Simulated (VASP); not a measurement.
# MoS2: relaxation of cell and atoms with PBE+D3(BJ)

The system is MoS2.

```
CELL_PARAMETERS angstrom
1.93891 1.11943 6.06891
-1.93891 1.11943 6.06891
0.00000 -2.23886 6.06891
ATOMIC_POSITIONS crystal
Mo 0.00000 0.00000 0.00000
S 0.24679 0.24679 0.24679
S 0.75321 0.75321 0.75321
```

```
Program                : VASP 6.6.1
Task                   : relaxation of cell and atoms
Functional             : PBE
Dispersion             : D3(BJ)
Potentials or basis    : VASP PAW PBE potentials, release 64 (Mo_sv, S)
Cutoff                 : 600 eV
k mesh                 : 8 × 8 × 8
Occupations            : fermi-dirac, width 0.02 eV
Spin                   : no spin polarisation
Dipole correction      : no
Further INCAR settings : ALGO = Normal; EDIFF = 1e-06; IBRION = 2; EDIFFG = -0.005; NSW = 80; ISIF = 3
```

```
Relaxed volume                         : 16.89 Å³/atom
Relaxed cell                           : a = 6.211 Å, b = 6.211 Å, c = 6.211 Å, α = 29.27°, β = 29.27°, γ = 29.27°
Space group after relaxing (to 0.05 Å) : R-3m (No. 166)
Energy gained by relaxing              : 969.3 meV/atom
Ionic steps                            : 20
Pressure after relaxing                : 0.0 GPa
Band gap on the k mesh                 : zero (band 13 reaches 8.47 eV, above the bottom of band 14 at 8.22 eV)
Dispersion energy per atom             : -0.450 eV
```

Step by step:
| step | energy change (eV) | largest force (eV/Å) | pressure (GPa) | volume (Å³) |
| --- | --- | --- | --- | --- |
| 1 | 0.0000 | 2.5085 | -22.95 | 79.03 |
| 2 | -0.1436 | 7.9333 | 67.70 | 43.15 |
| 3 | -2.4791 | 0.6830 | -3.43 | 56.84 |
| 4 | -2.4941 | 0.9523 | -1.25 | 55.96 |
| 5 | -2.4965 | 1.0870 | -0.15 | 55.55 |
| 6 | -2.7856 | 0.6424 | -0.24 | 53.76 |
| 7 | -2.9035 | 0.1076 | -0.21 | 51.85 |
| 8 | -2.9039 | 0.0756 | -0.22 | 51.74 |
| 9 | -2.9038 | 0.0571 | -0.22 | 51.65 |
| 10 | -2.9048 | 0.0825 | 0.11 | 51.41 |
| 11 | -2.9057 | 0.1199 | 0.63 | 51.05 |
| 12 | -2.9062 | 0.0960 | 0.47 | 51.04 |
| 13 | -2.9070 | 0.0421 | 0.09 | 51.02 |
| 14 | -2.9073 | 0.0656 | -0.61 | 50.99 |
| 15 | -2.9074 | 0.0286 | -0.40 | 51.00 |
| 16 | -2.9077 | 0.0269 | -0.30 | 50.90 |
| 17 | -2.9079 | 0.0239 | -0.19 | 50.75 |
| 18 | -2.9079 | 0.0233 | -0.15 | 50.70 |
| 19 | -2.9079 | 0.0017 | -0.02 | 50.68 |
| 20 | -2.9079 | 0.0015 | 0.01 | 50.68 |

Final structure:
```cif
data_structure
_symmetry_space_group_name_H-M 'P 1'
_symmetry_Int_Tables_number 1
_cell_length_a 6.2112
_cell_length_b 6.2112
_cell_length_c 6.2112
_cell_angle_alpha 29.270
_cell_angle_beta 29.270
_cell_angle_gamma 29.270
_cell_volume 50.68
loop_
_atom_site_label
_atom_site_type_symbol
_atom_site_fract_x
_atom_site_fract_y
_atom_site_fract_z
_atom_site_occupancy
Mo1 Mo 0.00000 0.00000 0.00000 1
S1 S 0.24363 0.24363 0.24363 1
S2 S 0.75637 0.75637 0.75637 1
```

Levels at points of the mesh, in eV from the Fermi level:
| k point | band 9 | band 10 | band 11 | band 12 | band 13 | band 14 | band 15 | band 16 | band 17 |
| --- | --- | --- | --- | --- | --- | --- | --- | --- | --- |
| (0.00, 0.00, 0.00) | -3.72 | -1.53 | -1.39 | -0.81 | -0.81 | 0.04 | 0.04 | 3.17 | 3.17 |
| (0.50, 0.00, 0.00) | -5.42 | -4.03 | -2.73 | -1.98 | -1.28 | 1.35 | 2.15 | 3.08 | 3.98 |
| (0.50, 0.50, 0.00) | -4.49 | -3.88 | -2.82 | -2.47 | -1.70 | 1.35 | 1.80 | 3.81 | 4.96 |
| (0.50, 0.50, 0.50) | -3.69 | -3.69 | -0.79 | -0.79 | -0.16 | -0.16 | -0.08 | 3.38 | 3.38 |

Wall time 37 min on 1 thread of Intel(R) Xeon(R) Platinum 8488C (Sapphire Rapids) (shared host), peak memory 0.52 GiB.

Caveat: the volume moved by over 15 % at a fixed basis, so the end points are rough; pairwise dispersion overbinds metals, which lowers pressure and volume.
